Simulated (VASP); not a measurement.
Input of a VASP 6.6.1 run:

The input INCAR:

```
PREC = Accurate
ENCUT = 520
EDIFF = 1E-6
ISMEAR = 0
SIGMA = 0.1
LREAL = False
LASPH = True
NELM = 100
ALGO = Normal
ISIF = 2
LWAVE = False
LCHARG = True
GGA = PE
LELF = True
LVHAR = True
NBANDS = 14
```

Contents of KPOINTS:

```
Automatic mesh
0
Gamma
  8 8 8
```

The input POSCAR:

```
Li3H2
1.0
   -1.4236738620      1.4236738620      6.1899147019
    1.4236738620     -1.4236738620      6.1899147019
    1.4236738620      1.4236738620     -6.1899147019
Li H
3 2
Direct
    0.3301995926      0.3301995926      0.0000000000
    0.6698004074      0.6698004074      0.0000000000
    0.0000000000      0.0000000000      0.0000000000
    0.1650347067      0.1650347067      0.0000000000
    0.8349652933      0.8349652933      0.0000000000
```

Potentials or basis: VASP PAW PBE potentials, release 64 (Li_sv, H).

Run with:

```bash
$ cat potpaw_PBE.64/Li_sv/POTCAR potpaw_PBE.64/H/POTCAR > POTCAR
$ mpirun -np 1 vasp_std > vasp.out
```

Q: Predict the band gap on the k mesh.

A: Zero (an odd number of electrons rules out a gap without spin polarisation).
